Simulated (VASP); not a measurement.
# PbO2 (Fm-3m) in VASP: further runs

Aim: see how the results for PbO2 move with the level of theory and the settings. Levels: revPBE+D3(BJ), revPBE+D4, BLYP+D3(BJ). Tasks: relaxation of cell and atoms.

Everything below comes from runs of VASP 6.6.1. Logs are shortened: lines on timing, memory, paths and dates and some standing lists are left out, and cuts for length are marked.

## 1. The cell of the first run

It takes space group Fm-3m (No. 225, cubic). Conventional cell: a = 5.404 Å, b = 5.404 Å, c = 5.404 Å, α = 90.00°, β = 90.00°, γ = 90.00°. Within 3.1 Å of Pb (site symmetry m-3m) lie 8 O at 2.34 Å. O (site symmetry -43m) has 4 Pb at 2.34 Å and 6 O at 2.70 Å within 3.1 Å.

## 2. Relaxation of cell and atoms, revPBE+D3(BJ)

Input file INCAR:

```
SYSTEM = PbO2
ALGO = Normal
EDIFF = 1E-6
EDIFFG = -0.01
ENCUT = 600
GGA = RE
IBRION = 2
ISIF = 3
ISMEAR = -1
IVDW = 12
LASPH = .TRUE.
LCHARG = .FALSE.
LREAL = .FALSE.
LWAVE = .FALSE.
NELM = 80
NSW = 60
PREC = Accurate
SIGMA = 0.05
```

Input file KPOINTS:

```
k-points
0
G
  9 9 9
  0 0 0
```

Input file POSCAR:

```
PbO2
1.0
    0.0000000000      2.7019920000      2.7019920000
    2.7019920000      0.0000000000      2.7019920000
    2.7019920000      2.7019920000      0.0000000000
Pb O
1 2
Direct
    0.0000000000      0.0000000000      0.0000000000
    0.7500000000      0.7500000000      0.7500000000
    0.2500000000      0.2500000000      0.2500000000
```

Potentials or basis: VASP PAW PBE potentials, release 64 (Pb_d, O).

On the command line:

```sh
$ cat potpaw_PBE.64/Pb_d/POTCAR potpaw_PBE.64/O/POTCAR > POTCAR
$ mpirun -np 1 vasp_std > vasp.out
```

OUTCAR:

```text
SYSTEM = PbO2
   EDIFF = 1E-6
   EDIFFG = -0.01
   ENCUT = 600
   GGA = RE
   IBRION = 2
   ISIF = 3
   ISMEAR = -1
   IVDW = 12
   LASPH = .TRUE.
   LREAL = .FALSE.
   NELM = 80
   NSW = 60
   PREC = Accurate
 IVDW          = 12

 ion  position               nearest neighbor table
   1  0.000  0.000  0.000-   2 2.34   2 2.34   2 2.34   3 2.34   3 2.34   3 2.34   3 2.34   2 2.34

   2  0.750  0.750  0.750-   1 2.34   1 2.34   1 2.34   1 2.34
   3  0.250  0.250  0.250-   1 2.34   1 2.34   1 2.34   1 2.34

  LATTYP: Found a face centered cubic cell.
 ALAT       =     5.4039840000

  Lattice vectors:

 A1 = (   0.0000000000,   2.7019920000,   2.7019920000)
 A2 = (   2.7019920000,   0.0000000000,   2.7019920000)
 A3 = (   2.7019920000,   2.7019920000,   0.0000000000)

Analysis of symmetry for initial positions (statically):
=====================================================================
 Subroutine PRICEL returns:
 Original cell was already a primitive cell.

 Routine SETGRP: Setting up the symmetry group for a
 face centered cubic supercell.

 Subroutine GETGRP returns: Found 48 space group operations
 (whereof 48 operations were pure point group operations)
 out of a pool of 48 trial point group operations.

The static configuration has the point symmetry O_h .

Analysis of symmetry for dynamics (positions and initial velocities):
=====================================================================
 Subroutine PRICEL returns:
 Original cell was already a primitive cell.

 Routine SETGRP: Setting up the symmetry group for a
 face centered cubic supercell.

 Subroutine GETGRP returns: Found 48 space group operations
 (whereof 48 operations were pure point group operations)
 out of a pool of 48 trial point group operations.

The dynamic configuration has the point symmetry O_h .

 Subroutine INISYM returns: Found 48 space group operations
 (whereof 48 operations are pure point group operations),
 and found     1 'primitive' translations

----------------------------------------------------------------------------------------

                                     Primitive cell

  volume of cell :      39.4532

  direct lattice vectors                    reciprocal lattice vectors
     0.000000000  2.701992000  2.701992000    -0.185048660  0.185048660  0.185048660
     2.701992000  0.000000000  2.701992000     0.185048660 -0.185048660  0.185048660
     2.701992000  2.701992000  0.000000000     0.185048660  0.185048660 -0.185048660

  length of vectors
     3.821193732  3.821193732  3.821193732     0.320513682  0.320513682  0.320513682

  position of ions in fractional coordinates (direct lattice)
     0.000000000  0.000000000  0.000000000
     0.750000000  0.750000000  0.750000000
     0.250000000  0.250000000  0.250000000

  ion indices of the primitive-cell ions
   primitive index   ion index
                 1           1
                 2           2
                 3           3

----------------------------------------------------------------------------------------

 KPOINTS: k-points

Automatic generation of k-mesh.
 Grid dimensions read from file:
 generate k-points for:    9    9    9

 Generating k-lattice:

  Cartesian coordinates                     Fractional coordinates (reciprocal lattice)
    -0.020560962  0.020560962  0.020560962     0.111111111  0.000000000  0.000000000
     0.020560962 -0.020560962  0.020560962     0.000000000  0.111111111  0.000000000
     0.020560962  0.020560962 -0.020560962     0.000000000  0.000000000  0.111111111

  Length of vectors
     0.035612631  0.035612631  0.035612631

  Shift w.r.t. Gamma in fractional coordinates (k-lattice)
     0.000000000  0.000000000  0.000000000

 Subroutine IBZKPT returns following result:
 ===========================================

 Found     35 irreducible k-points:

 Following reciprocal coordinates:
            Coordinates               Weight
  0.000000  0.000000  0.000000      1.000000
  0.111111  0.000000  0.000000      8.000000
  0.222222  0.000000  0.000000      8.000000
  0.333333  0.000000  0.000000      8.000000
  0.444444  0.000000  0.000000      8.000000
  0.111111  0.111111  0.000000      6.000000
[... 16 lines left out ...]
 -0.333333  0.333333  0.000000     12.000000
  0.444444  0.444444  0.000000      6.000000
 [... further k-points ...]
   k-points           NKPTS =     35   k-points in BZ     NKDIM =     35   number of bands    NBANDS=     17
   number of dos      NEDOS =    301   number of ions     NIONS =      3
   total plane-waves  NPLWV =  32768
   dimension x,y,z NGX =    32 NGY =   32 NGZ =   32
   dimension x,y,z NGXF=    64 NGYF=   64 NGZF=   64
   ions per type =               1   2
   NGX,Y,Z   is equivalent  to a cutoff of  13.92, 13.92, 13.92 a.u.
   NGXF,Y,Z  is equivalent  to a cutoff of  27.84, 27.84, 27.84 a.u.
 SYSTEM =  PbO2
   PREC   = accura    normal or accurate (medium, high low for compatibility)
   ISTART =      0    job   : 0-new  1-cont  2-samecut
   ICHARG =      2    charge: 1-file 2-atom 10-const
   ISPIN  =      1    spin polarized calculation?
   LNONCOLLINEAR =      F non collinear calculations
   LSORBIT =      F    spin-orbit coupling
   LASPH  =      T    aspherical Exc in radial PAW
   ENCUT  =  600.0 eV  44.10 Ry    6.64 a.u.   7.63  7.63  7.63*2*pi/ulx,y,z
   NELM   =     80;   NELMIN=  2; NELMDL= -5     # of ELM steps
   EDIFF  = 0.1E-05   stopping-criterion for ELM
   LREAL  =      F    real-space projection
   EDIFFG = -.1E-01   stopping-criterion for IOM
   NSW    =     60    number of steps for IOM
   IBRION =      2    ionic relax: 0-MD 1-quasi-New 2-CG
   NFREE  =      1    steps in history (QN), initial steepest desc. (CG)
   ISIF   =      3    stress and relaxation
   ISYM   =      2    0-nonsym 1-usesym 2-fastsym
   POTIM  = 0.5000    time-step for ionic-motion
   TEBEG  =    0.0;   TEEND  =   0.0 temperature during run
   PSTRESS=    0.0 pullay stress
   NELECT =      26.0000    total number of electrons
   NUPDOWN=      -1.0000    fix difference up-down
   EMIN   =  10.00;   EMAX   =-10.00  energy-range for DOS
   EFERMI =   0.00;   METHOD = LEGACY
   ISMEAR =    -1;   SIGMA  =   0.05  broadening in eV -4-tet -1-fermi 0-gaus
   EFERMI_NEDOS =   21; number of points for ismear=-14 and -15
   IALGO  =     38    algorithm
   IMIX   =      4    mixing-type and parameters
     AMIX     =   0.40;   BMIX     =  1.00
     AMIX_MAG =   1.60;   BMIX_MAG =  1.00
  volume/ion in A,a.u.               =      13.15        88.75
  Fermi-wavevector in a.u.,A,eV,Ry     =   1.424640  2.692180 27.614384  2.029600
  Thomas-Fermi vector in A             =   2.545110
   LORBIT       =      0    0 simple, 1 ext, 2 COOP (PROOUT), +10 PAW based schemes
   GGA     = RE    functional components
   LHFCALC =     F    Hartree Fock is set to
   AEXX    =    0.0000 exact exchange contribution
   IVDW    =    12    specifies the selected vdW correction
   LEPSILON=     F    determine dielectric tensor
   LRPA    =     F    only Hartree local field effects (RPA)
 conjugate gradient relaxation of ions
 non-spin polarized calculation
  energy-cutoff  :      600.00
  volume of cell :       39.45
 maximum number of plane-waves:      1363
   NGX = 15   NGY = 15   NGZ = 15

--------------------------------------- Ionic step        1  -------------------------------------------

 number of electron      25.9999996 magnetization

 Free energy of the ion-electron system (eV)
  ---------------------------------------------------
  ext. energy  EPLUGINS =         0.00000000
  ---------------------------------------------------
  free energy    TOTEN  =       -14.54973929 eV

  energy without entropy =      -14.54382492  energy(sigma->0) =      -14.54678210

------------------------ aborting loop because EDIFF is reached ----------------------------------------

 Edisp (eV)   -1.28869

 E8    (eV) :    -0.8773

  FORCE on cell =-STRESS in cart. coord.  units (eV):
  Direction    XX          YY          ZZ          XY          YZ          ZX
  --------------------------------------------------------------------------------------
  -------------------------------------------------------------------------------------
  Total      -0.52940    -0.52940    -0.52940     0.00000     0.00000    -0.00000
  in kB     -21.49864   -21.49864   -21.49864     0.00000     0.00000    -0.00000
  external pressure =      -21.50 kB  Pullay stress =        0.00 kB
[... 63 lines left out ...]
  energy  without entropy=      -15.8355159426  energy(sigma->0) =      -15.83844587

--------------------------------------- Ionic step        3  -------------------------------------------

 number of electron      25.9999997 magnetization

 Free energy of the ion-electron system (eV)
  ---------------------------------------------------
  ext. energy  EPLUGINS =         0.00000000
  ---------------------------------------------------
  free energy    TOTEN  =       -14.53205046 eV

  energy without entropy =      -14.52617990  energy(sigma->0) =      -14.52911518

 E-fermi :   5.9419     XC(G=0): -11.0527

 val. band max:        5.8942022565   @ k =  -0.3333   0.4444   0.2222
 cond. band min:       6.5262906144   @ k =  -0.1111   0.1111   0.0000
 fundamental gap:      0.6320883579
 Fermi energy:         5.9419450686

 k-point     1 :       0.0000    0.0000    0.0000
  band No.  band energies     occupation
      1     -12.7357      2.00000
      2      -9.8642      2.00000
      3      -9.7970      2.00000
      4      -9.7970      2.00000
      5      -9.7970      2.00000
      6      -9.5547      2.00000
[... 9 lines left out ...]
     16      13.0738      0.00000
     17      13.0738      0.00000
[... 443 lines left out ...]
      1     -11.8800      2.00000
      2     -11.3678      2.00000
      3      -9.6782      2.00000
      4      -9.5407      2.00000
      5      -9.5407      2.00000
      6      -9.4897      2.00000
[... 9 lines left out ...]
     16      15.9296      0.00000
     17      16.8836      0.00000

 [... further k-points ...]

------------------------ aborting loop because EDIFF is reached ----------------------------------------

 Edisp (eV)   -1.31078

 E8    (eV) :    -0.8923

  FORCE on cell =-STRESS in cart. coord.  units (eV):
  Direction    XX          YY          ZZ          XY          YZ          ZX
  --------------------------------------------------------------------------------------
  -------------------------------------------------------------------------------------
  Total       0.00014     0.00014     0.00014    -0.00000     0.00000    -0.00000
  in kB       0.00561     0.00561     0.00561    -0.00000     0.00000    -0.00000
  external pressure =        0.01 kB  Pullay stress =        0.00 kB
[... 18 lines left out ...]
  FREE ENERGIE OF THE ION-ELECTRON SYSTEM (eV)
  ---------------------------------------------------
  free  energy   TOTEN  =       -15.8428314327 eV

  energy  without entropy=      -15.8369608677  energy(sigma->0) =      -15.83989615

 reached required accuracy - stopping structural energy minimisation
```

Wall time 62 s (1 thread of Intel Xeon Platinum 8488C (Sapphire Rapids), shared host); peak memory 0.2 GiB.

What came out:

```
Free energy                           : -15.8428 eV
Relaxed volume                        : 12.94 Å³/atom
Relaxed cell                          : a = 3.800 Å, b = 3.800 Å, c = 3.800 Å, α = 60.00°, β = 60.00°, γ = 60.00°
Space group after relaxing (to 0.1 Å) : Fm-3m (No. 225)
Energy gained by relaxing             : 1.5 meV/atom
Ionic steps                           : 3
Pressure after relaxing               : 0.0 GPa
Band gap on the k mesh                : zero (bands 13 and 14 overlap by 1.18 eV)
Dispersion energy per atom            : -0.437 eV
```

The path:
| step | energy change (eV) | largest force (eV/Å) | pressure (GPa) | volume (Å³) |
| --- | --- | --- | --- | --- |
| 1 | 0.0000 | 0.0000 | -2.15 | 39.45 |
| 2 | -0.0029 | 0.0000 | 1.32 | 38.45 |
| 3 | -0.0044 | 0.0000 | 0.00 | 38.81 |

Final structure:
```
Pb O
1.0
     0.00000    2.68726    2.68726
     2.68726    0.00000    2.68726
     2.68726    2.68726    0.00000
Pb O
1 2
Direct
  0.00000 0.00000 0.00000
  0.75000 0.75000 0.75000
  0.25000 0.25000 0.25000
```

Levels at points of the mesh, in eV from the Fermi level:
```
           k point  band 10  band 11  band 12  band 13  band 14  band 15  band 16  band 17
(0.00, 0.00, 0.00)    -1.99    -1.99    -1.22    -1.22    -1.22     7.13     7.13     7.13
```

Caveat: the PAW data sets were made with another functional, which shifts forces and pressure a little; spin-orbit coupling is left out, which moves the levels of the heavy elements.

## 3. Relaxation of cell and atoms, revPBE+D4

Input file INCAR:

```
  PREC = Accurate
  ENCUT = 600
  EDIFF = 1E-6
  ISMEAR = -1
  SIGMA = 0.05
  LREAL = F
  LASPH = T
  NELM = 100
  ALGO = Normal
  ISIF = 3
  LWAVE = F
  LCHARG = F
  GGA = RE
  IVDW = 13
  IBRION = 2
  NSW = 60
  EDIFFG = -0.01
```

Input file KPOINTS:

```
regular mesh
0
Gamma
  9 9 9
```

POSCAR is that of step 2.

Potentials or basis: VASP PAW PBE potentials, release 64 (Pb_d, O).

On the command line:

```sh
$ cat potpaw_PBE.64/Pb_d/POTCAR potpaw_PBE.64/O/POTCAR > POTCAR
$ mpirun -np 1 vasp_std > vasp.out
```

It took 58 s on 1 thread of Intel Xeon Platinum 8488C (Sapphire Rapids), shared host; peak memory 0.19 GiB.

The run converged. Its results:

| Item | Value |
| --- | --- |
| Free energy | -15.9848 eV |
| Relaxed volume | 12.93 Å³/atom |
| Relaxed cell | a = 3.800 Å, b = 3.800 Å, c = 3.800 Å, α = 60.00°, β = 60.00°, γ = 60.00° |
| Space group after relaxing (to 0.1 Å) | Fm-3m (No. 225) |
| Energy gained by relaxing | 1.5 meV/atom |
| Ionic steps | 3 |
| Pressure after relaxing | 0.0 GPa |
| Band gap on the k mesh | zero (bands 13 and 14 overlap by 1.18 eV) |
| Dispersion energy per atom | -0.484 eV |

The path:
```
step  energy change (eV)  largest force (eV/Å)  pressure (GPa)  volume (Å³)
   1              0.0000                0.0000           -2.15        39.45
   2             -0.0032                0.0000            1.25        38.45
   3             -0.0045                0.0000            0.00        38.80
```

Final structure:
```yaml
crystal:
  lattice:
    - [0.00000, 2.68695, 2.68695]
    - [2.68695, 0.00000, 2.68695]
    - [2.68695, 2.68695, 0.00000]
  atoms:
    - { symbol: Pb, position: [0.00000, 0.00000, 0.00000] }
    - { symbol: O, position: [0.75000, 0.75000, 0.75000] }
    - { symbol: O, position: [0.25000, 0.25000, 0.25000] }
```

Levels at points of the mesh, in eV from the Fermi level:
```tsv
k point	band 11	band 12	band 13	band 14	band 15	band 16
(0.00, 0.00, 0.00)	-1.99	-1.22	-1.22	-1.22	7.13	7.13
```

Caveat: the PAW data sets were made with another functional, which shifts forces and pressure a little; spin-orbit coupling is left out, which moves the levels of the heavy elements.

## 4. Relaxation of cell and atoms, BLYP+D3(BJ)

Input file INCAR:

```
SYSTEM = PbO2
PREC = Accurate ; ENCUT = 600
EDIFF = 1E-7 ; ISMEAR = -1
SIGMA = 0.05 ; LREAL = .FALSE.
LASPH = .TRUE. ; NELM = 60
ALGO = Normal ; ISIF = 3
LWAVE = .FALSE. ; LCHARG = .FALSE.
GGA = B5 ; ALDAX = 1.0
AGGAX = 1.0 ; AGGAC = 1.0
ALDAC = 0.0 ; IVDW = 12
VDW_S6 = 1.0 ; VDW_S8 = 2.6996
VDW_A1 = 0.4298 ; VDW_A2 = 4.2359
IBRION = 2 ; NSW = 60
EDIFFG = -0.01
```

Input file KPOINTS:

```
regular mesh
0
G
  9 9 9
  0 0 0
```

POSCAR is that of step 3.

On the command line:

```sh
$ cat potpaw_PBE.64/Pb_d/POTCAR potpaw_PBE.64/O/POTCAR > POTCAR
$ mpirun -np 1 vasp_std > vasp.out
```

Run time: 84 s. Hardware: 1 thread of Intel Xeon Platinum 8488C (Sapphire Rapids), shared host; peak memory 0.2 GiB.

Results (log left out):

```yaml
Free_energy: -15.9930 eV
Relaxed_volume: 13.20 Å³/atom
Relaxed_cell: a = 3.826 Å, b = 3.826 Å, c = 3.826 Å, α = 60.00°, β = 60.00°, γ = 60.00°
Space_group_after_relaxing_to_0.1_Å: Fm-3m (No. 225)
Energy_gained_by_relaxing: 0.1 meV/atom
Ionic_steps: 3
Pressure_after_relaxing: 0.0 GPa
Band_gap_on_the_k_mesh: zero (bands 13 and 14 overlap by 1.13 eV)
Dispersion_energy_per_atom: -0.509 eV
```

The path:
| step | energy change (eV) | largest force (eV/Å) | pressure (GPa) | volume (Å³) |
| --- | --- | --- | --- | --- |
| 1 | 0.0000 | 0.0000 | 0.47 | 39.45 |
| 2 | -0.0001 | 0.0000 | -0.28 | 39.67 |
| 3 | -0.0002 | 0.0000 | -0.02 | 39.59 |

Final structure:
```
Pb O
1.0
     0.00000    2.70521    2.70521
     2.70521    0.00000    2.70521
     2.70521    2.70521    0.00000
Pb O
1 2
Cartesian
  0.0000 0.0000 0.0000
  4.0578 4.0578 4.0578
  1.3526 1.3526 1.3526
```

Levels at points of the mesh, in eV from the Fermi level:
| k point | band 11 | band 12 | band 13 | band 14 | band 15 | band 16 |
| --- | --- | --- | --- | --- | --- | --- |
| (0.00, 0.00, 0.00) | -1.91 | -1.18 | -1.18 | -1.18 | 7.08 | 7.08 |

Caveat: the PAW data sets were made with another functional, which shifts forces and pressure a little; spin-orbit coupling is left out, which moves the levels of the heavy elements.

## 5. The runs side by side

| level | gap on the mesh (eV) | pressure (GPa) | relaxed volume (Å³/atom) |
| --- | --- | --- | --- |
| revPBE+D3(BJ) | none | 0.0 | 12.94 |
| revPBE+D4 | none | 0.0 | 12.93 |
| BLYP+D3(BJ) | none | 0.0 | 13.20 |

Alike in all rows: task relaxation of cell and atoms; potentials or basis VASP PAW PBE potentials, release 64 (Pb_d, O); no spin polarisation; cell relaxed; k mesh 9 × 9 × 9; cutoff (eV) 600; smearing fermi-dirac 0.05 eV.

Caveats: the PAW data sets were made with another functional, which shifts forces and pressure a little; spin-orbit coupling is left out, which moves the levels of the heavy elements.

Absolute energies hang on the potentials; compare differences alone.
